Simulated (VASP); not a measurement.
Input of a VASP 6.6.1 run:

File INCAR:

```
ALGO = Normal
EDIFF = 1E-7
ENCUT = 520
GGA = PS
ISIF = 2
ISMEAR = -1
LASPH = True
LCHARG = False
LREAL = False
LWAVE = False
NBANDS = 29
NELM = 60
PREC = Accurate
SIGMA = 0.05
```

KPOINTS

```
k-points
0
Gamma
  7 7 6
```

The input POSCAR:

```
TiSi2
1.0
    1.8004071255     -6.8944671657      0.0000000000
    1.8004071255      6.8944671657      0.0000000000
    0.0000000000      0.0000000000      3.5651739700
Ti Si
2 4
Direct
    0.1031180800      0.8968819200      0.2500000000
    0.8968819200      0.1031180800      0.7500000000
    0.7503148200      0.2496851800      0.2500000000
    0.2496851800      0.7503148200      0.7500000000
    0.4417485500      0.5582514500      0.2500000000
    0.5582514500      0.4417485500      0.7500000000
```

Potentials or basis: VASP PAW PBE potentials, release 64 (Ti_sv, Si).

The run is started by

```bash
$ cat potpaw_PBE.64/Ti_sv/POTCAR potpaw_PBE.64/Si/POTCAR > POTCAR
$ mpirun -np 1 vasp_std > vasp.out
```

Task: Predict the band gap on the k mesh.

Result: Zero (bands 20 and 21 overlap by 0.76 eV).

Task: Predict the pressure.

Result: -6.7 GPa.

Task: Estimate the largest force.

Result: 0.128 eV/Å.

Forces in eV/Å, atoms in the order of the input:
```
Ti   0.000 -0.128  0.000
Ti   0.000  0.128  0.000
Si   0.000  0.008  0.000
Si   0.000 -0.008  0.000
Si   0.000  0.107  0.000
Si   0.000 -0.107  0.000
```

Caveat: the cell stands under tension; the PAW data sets were made with another functional, which shifts forces and pressure a little.
